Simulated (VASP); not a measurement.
# Nb (I4/mmm) in VASP: further runs

The runs below take Nb through single point, with r2SCAN.

All numbers are computed with VASP 6.6.1; they aren't measurements. Logs are shortened: lines on timing, memory, paths and dates and some standing lists are left out, and cuts for length are marked.

## 1. The cell of the first run

Symmetry: I4/mmm, No. 139, tetragonal system. The conventional cell has a = 2.991 Å, b = 2.991 Å, c = 4.124 Å, α = 90.00°, β = 90.00°, γ = 90.00°. Within 3.9 Å of Nb (site symmetry 4/mmm) lie 12 Nb at 2.95 to 2.99 Å.

## 2. Single point, r2SCAN (strain -0.0250 x Voigt [1, 0, 0, 0, 0, 0])

POSCAR

```
Nb
1.0
    0.0000000000      2.1150000000      2.1150000000
    2.0621250000      0.0000000000      2.1150000000
    2.0621250000      2.1150000000      0.0000000000
Nb
1
Direct
    0.0000000000      0.0000000000      0.0000000000
```

INCAR.step1

```
ALGO = Normal
EDIFF = 1E-4
ENCUT = 520
GGA = PE
ISMEAR = 0
LASPH = T
LCHARG = F
LREAL = F
LWAVE = T
NBANDS = 12
NELM = 100
PREC = Accurate
SIGMA = 0.15
```

INCAR.step2

```
ALGO = Normal
EDIFF = 1E-7
ENCUT = 520
ISIF = 2
ISMEAR = 0
ISTART = 1
LASPH = T
LCHARG = F
LMIXTAU = T
LREAL = F
LWAVE = F
METAGGA = R2SCAN
NBANDS = 12
NELM = 100
PREC = Accurate
SIGMA = 0.15
```

KPOINTS

```
k-points
0
Gamma
  20 20 20
```

Potentials or basis: VASP PAW PBE potentials, release 64 (Nb_sv).

Launch:

```sh
$ cat potpaw_PBE.64/Nb_sv/POTCAR > POTCAR
$ cp INCAR.step1 INCAR
$ mpirun -np 1 vasp_std > vasp.out
$ cp INCAR.step2 INCAR
$ mpirun -np 1 vasp_std > vasp.out
```

OUTCAR:

```text
EDIFF = 1E-7
   ENCUT = 520
   ISIF = 2
   ISMEAR = 0
   ISTART = 1
   LASPH = T
   LREAL = F
   METAGGA = R2SCAN
   NELM = 100
   PREC = Accurate

 ion  position               nearest neighbor table
   1  0.000  0.000  0.000-

  LATTYP: Found a body centered tetragonal cell.
 ALAT       =     2.9910616844
 C/A-ratio  =     1.3788582233

  Lattice vectors:

 A1 = (  -2.0621250000,   0.0000000000,  -2.1150000000)
 A2 = (  -2.0621250000,   0.0000000000,   2.1150000000)
 A3 = (   2.0621250000,   2.1150000000,   0.0000000000)

Analysis of symmetry for initial positions (statically):
=====================================================================
 Subroutine PRICEL returns:
 Original cell was already a primitive cell.

 Routine SETGRP: Setting up the symmetry group for a
 body centered tetragonal supercell.

 Subroutine GETGRP returns: Found 16 space group operations
 (whereof 16 operations were pure point group operations)
 out of a pool of 16 trial point group operations.

The static configuration has the point symmetry D_4h.

Analysis of symmetry for dynamics (positions and initial velocities):
=====================================================================
 Subroutine PRICEL returns:
 Original cell was already a primitive cell.

 Routine SETGRP: Setting up the symmetry group for a
 body centered tetragonal supercell.

 Subroutine GETGRP returns: Found 16 space group operations
 (whereof 16 operations were pure point group operations)
 out of a pool of 16 trial point group operations.

The dynamic configuration has the point symmetry D_4h.

 Subroutine INISYM returns: Found 16 space group operations
 (whereof 16 operations are pure point group operations),
 and found     1 'primitive' translations

----------------------------------------------------------------------------------------

                                     Primitive cell

  volume of cell :      18.4487

  direct lattice vectors                    reciprocal lattice vectors
     0.000000000  2.115000000  2.115000000    -0.242468328  0.236406619  0.236406619
     2.062125000  0.000000000  2.115000000     0.242468328 -0.236406619  0.236406619
     2.062125000  2.115000000  0.000000000     0.242468328  0.236406619 -0.236406619

  length of vectors
     2.991061684  2.953910039  2.953910039     0.412997663  0.412997663  0.412997663

  position of ions in fractional coordinates (direct lattice)
     0.000000000  0.000000000  0.000000000

  ion indices of the primitive-cell ions
   primitive index   ion index
                 1           1

----------------------------------------------------------------------------------------

 KPOINTS: k-points

Automatic generation of k-mesh.
 Grid dimensions read from file:
 generate k-points for:   20   20   20

 Generating k-lattice:

  Cartesian coordinates                     Fractional coordinates (reciprocal lattice)
    -0.012123416  0.011820331  0.011820331     0.050000000  0.000000000  0.000000000
     0.012123416 -0.011820331  0.011820331     0.000000000  0.050000000  0.000000000
     0.012123416  0.011820331 -0.011820331     0.000000000  0.000000000  0.050000000

  Length of vectors
     0.020649883  0.020649883  0.020649883

  Shift w.r.t. Gamma in fractional coordinates (k-lattice)
     0.000000000  0.000000000  0.000000000

 Subroutine IBZKPT returns following result:
 ===========================================

 Found    641 irreducible k-points:

 Following reciprocal coordinates:
            Coordinates               Weight
  0.000000  0.000000  0.000000      1.000000
  0.050000 -0.000000 -0.000000      8.000000
  0.100000 -0.000000 -0.000000      8.000000
  0.150000 -0.000000 -0.000000      8.000000
  0.200000 -0.000000 -0.000000      8.000000
  0.250000 -0.000000 -0.000000      8.000000
[... 16 lines left out ...]
 -0.400000  0.050000  0.000000     16.000000
 -0.350000  0.050000  0.000000     16.000000
 [... further k-points ...]
   k-points           NKPTS =    641   k-points in BZ     NKDIM =    641   number of bands    NBANDS=     12
   number of dos      NEDOS =    301   number of ions     NIONS =      1
   total plane-waves  NPLWV =  13824
   dimension x,y,z NGX =    24 NGY =   24 NGZ =   24
   dimension x,y,z NGXF=    48 NGYF=   48 NGZF=   48
   ions per type =               1
   NGX,Y,Z   is equivalent  to a cutoff of  13.34, 13.51, 13.51 a.u.
   NGXF,Y,Z  is equivalent  to a cutoff of  26.68, 27.01, 27.01 a.u.
 SYSTEM =  unknown system
   PREC   = accura    normal or accurate (medium, high low for compatibility)
   ISTART =      1    job   : 0-new  1-cont  2-samecut
   ICHARG =      0    charge: 1-file 2-atom 10-const
   ISPIN  =      1    spin polarized calculation?
   LNONCOLLINEAR =      F non collinear calculations
   LSORBIT =      F    spin-orbit coupling
   LASPH  =      T    aspherical Exc in radial PAW
   ENCUT  =  520.0 eV  38.22 Ry    6.18 a.u.   5.56  5.49  5.49*2*pi/ulx,y,z
   NELM   =    100;   NELMIN=  2; NELMDL=  0     # of ELM steps
   EDIFF  = 0.1E-06   stopping-criterion for ELM
   LREAL  =      F    real-space projection
   EDIFFG = 0.1E-05   stopping-criterion for IOM
   NSW    =      0    number of steps for IOM
   IBRION =     -1    ionic relax: 0-MD 1-quasi-New 2-CG
   NFREE  =      0    steps in history (QN), initial steepest desc. (CG)
   ISIF   =      2    stress and relaxation
   ISYM   =      2    0-nonsym 1-usesym 2-fastsym
   POTIM  = 0.5000    time-step for ionic-motion
   TEBEG  =    0.0;   TEEND  =   0.0 temperature during run
   PSTRESS=    0.0 pullay stress
   NELECT =      13.0000    total number of electrons
   NUPDOWN=      -1.0000    fix difference up-down
   EMIN   =  10.00;   EMAX   =-10.00  energy-range for DOS
   EFERMI =   0.00;   METHOD = LEGACY
   ISMEAR =     0;   SIGMA  =   0.15  broadening in eV -4-tet -1-fermi 0-gaus
   EFERMI_NEDOS =   21; number of points for ismear=-14 and -15
   IALGO  =     38    algorithm
   IMIX   =      4    mixing-type and parameters
     AMIX     =   0.40;   BMIX     =  1.00
     AMIX_MAG =   1.60;   BMIX_MAG =  1.00
  volume/ion in A,a.u.               =      18.45       124.50
  Fermi-wavevector in a.u.,A,eV,Ry     =   1.456803  2.752958 28.875288  2.122274
  Thomas-Fermi vector in A             =   2.573678
   LORBIT       =      0    0 simple, 1 ext, 2 COOP (PROOUT), +10 PAW based schemes
   METAGGA = R2SCAN    functional components
   LHFCALC =     F    Hartree Fock is set to
   AEXX    =    0.0000 exact exchange contribution
   IVDW    =     0    specifies the selected vdW correction
   LEPSILON=     F    determine dielectric tensor
   LRPA    =     F    only Hartree local field effects (RPA)
 non-spin polarized calculation
 Gauss-broadening in eV      SIGMA  =   0.15
  energy-cutoff  :      520.00
  volume of cell :       18.45
 maximum number of plane-waves:       531
 NGX is ok and might be reduce to    24
   NGX = 11   NGY = 11   NGZ = 11

 number of electron      13.0000001 magnetization

 Free energy of the ion-electron system (eV)
  ---------------------------------------------------
  ext. energy  EPLUGINS =         0.00000000
  ---------------------------------------------------
  free energy    TOTEN  =       -24.52544491 eV

  energy without entropy =      -24.51082964  energy(sigma->0) =      -24.51813728

 E-fermi :  11.2047     XC(G=0): -13.4792

 val. band max:       11.2028417405   @ k =  -0.3500   0.2000   0.1000
 cond. band min:      11.2072131806   @ k =  -0.4500   0.0500   0.0500
 fundamental gap:      0.0043714401
 Fermi energy:        11.2046780102

 k-point     1 :       0.0000    0.0000    0.0000
  band No.  band energies     occupation
      1     -45.4010      2.00000
      2     -20.0014      2.00000
      3     -20.0014      2.00000
      4     -19.9989      2.00000
      5       4.5606      2.00000
      6      11.2252      0.84644
      7      11.2252      0.84644
      8      11.5630      0.00073
      9      13.9957      0.00000
     10      14.4300      0.00000
     11      23.4714      0.00000
     12      28.4943      0.00000

 k-point     2 :       0.0500   -0.0000   -0.0000
  band No.  band energies     occupation
      1     -45.3956      2.00000
      2     -20.0358      2.00000
      3     -20.0063      2.00000
      4     -20.0035      2.00000
      5       4.6610      2.00000
      6      11.1803      1.18184
      7      11.2713      0.53009
      8      11.5705      0.00056
      9      13.9570      0.00000
     10      14.3820      0.00000
     11      23.6782      0.00000
     12      28.1919      0.00000

 k-point     3 :       0.1000   -0.0000   -0.0000
  band No.  band energies     occupation
      1     -45.3797      2.00000
      2     -20.1370      2.00000
      3     -20.0203      2.00000
      4     -20.0142      2.00000
      5       4.9519      2.00000
      6      11.0030      1.94270
      7      11.3939      0.07436
      8      11.6529      0.00002
      9      13.8667      0.00000
     10      14.2615      0.00000
     11      24.2490      0.00000
     12      27.3132      0.00000

 k-point     4 :       0.1500   -0.0000   -0.0000
  band No.  band energies     occupation
      1     -45.3549      2.00000
      2     -20.2926      2.00000
      3     -20.0420      2.00000
      4     -20.0307      2.00000
      5       5.4006      2.00000
      6      10.7373      1.99999
      7      11.5415      0.00150
      8      11.8001      0.00000
      9      13.8016      0.00000
     10      14.1387      0.00000
     11      24.9639      0.00000
     12      26.4235      0.00000

 k-point     5 :       0.2000   -0.0000   -0.0000
  band No.  band energies     occupation
      1     -45.3235      2.00000
      2     -20.4849      2.00000
      3     -20.0692      2.00000
      4     -20.0515      2.00000
      5       5.9445      2.00000
      6      10.5002      2.00000
      7      11.6266      0.00007
      8      11.9179      0.00000
      9      13.8756      0.00000
     10      14.1222      0.00000
     11      24.8569      0.00000
     12      26.5139      0.00000
[... 228 lines left out ...]
      1     -45.1717      2.00000
      2     -21.3257      2.00000
      3     -20.2124      2.00000
      4     -20.1587      2.00000
      5       7.1686      2.00000
      6      10.9083      1.99480
      7      11.4112      0.05150
      8      12.3715      0.00000
      9      16.1621      0.00000
     10      16.4329      0.00000
     11      22.4061      0.00000
     12      23.4889      0.00000

 k-point    22 :      -0.4500    0.0500    0.0000
  band No.  band energies     occupation
      1     -45.1734      2.00000
      2     -21.3167      2.00000
      3     -20.2152      2.00000
      4     -20.1529      2.00000
      5       7.1727      2.00000
      6      10.9318      1.98990
      7      11.4187      0.04363
      8      12.2976      0.00000
      9      15.9907      0.00000
     10      16.5102      0.00000
     11      22.4185      0.00000
     12      23.6204      0.00000

 k-point    23 :      -0.4000    0.0500    0.0000
  band No.  band energies     occupation
      1     -45.1862      2.00000
      2     -21.2484      2.00000
      3     -20.2088      2.00000
      4     -20.1400      2.00000
      5       7.1894      2.00000
      6      11.0229      1.91345
      7      11.4928      0.00659
      8      11.8481      0.00000
      9      15.5869      0.00000
     10      16.2899      0.00000
     11      22.5540      0.00000
     12      24.4112      0.00000

 k-point    24 :      -0.3500    0.0500    0.0000
  band No.  band energies     occupation
      1     -45.2086      2.00000
      2     -21.1267      2.00000
      3     -20.1935      2.00000
      4     -20.1211      2.00000
      5       7.1766      2.00000
      6      11.1514      1.38467
      7      11.2344      0.77960
      8      11.6304      0.00006
      9      15.0489      0.00000
     10      15.8486      0.00000
     11      22.8677      0.00000
     12      25.5670      0.00000

 [... further k-points ...]
[... 5 lines left out ...]
  --------------------------------------------------------------------------------------
  -------------------------------------------------------------------------------------
  Total       -0.3687763      0.5000840      0.5000840     -0.0000000      0.0000000      0.0000000
  in kB      -32.0263843     43.4297950     43.4297950     -0.0000000      0.0000000      0.0000000
  external PRESSURE =      18.2777353 kB  Pullay stress =       0.0000000 kB

 VOLUME and BASIS-vectors are now :
 -----------------------------------------------------------------------------
  energy-cutoff  :      520.00
  volume of cell :       18.45
      direct lattice vectors                 reciprocal lattice vectors
     0.000000000  2.115000000  2.115000000    -0.242468328  0.236406619  0.236406619
     2.062125000  0.000000000  2.115000000     0.242468328 -0.236406619  0.236406619
     2.062125000  2.115000000  0.000000000     0.242468328  0.236406619 -0.236406619

 POSITION                                       TOTAL-FORCE (eV/Angst)
 -----------------------------------------------------------------------------------
      0.00000      0.00000      0.00000        -0.000000      0.000000      0.000000
 -----------------------------------------------------------------------------------
    total drift:                                0.000000      0.000000      0.000000

  FREE ENERGIE OF THE ION-ELECTRON SYSTEM (eV)
  ---------------------------------------------------
  free  energy   TOTEN  =       -24.5254449092 eV

  energy  without entropy=      -24.5108296411  energy(sigma->0) =      -24.51813728
```

Wall time 2.6 min (1 thread of Intel Xeon 6975P-C (Granite Rapids), shared host); peak memory 0.26 GiB.

What came out:

```
Free energy            : -24.5254 eV
Pressure               : 1.8 GPa
Band gap on the k mesh : zero (an odd number of electrons rules out a gap without spin polarisation)
```

Caveat: the cell differs from its parent crystal (strain -0.0250 x Voigt [1, 0, 0, 0, 0, 0]); the stress differs along the axes, from -3 to 4 GPa; the PAW data sets were made with another functional, which shifts forces and pressure a little.

(Part 1 of 2 ends here.)
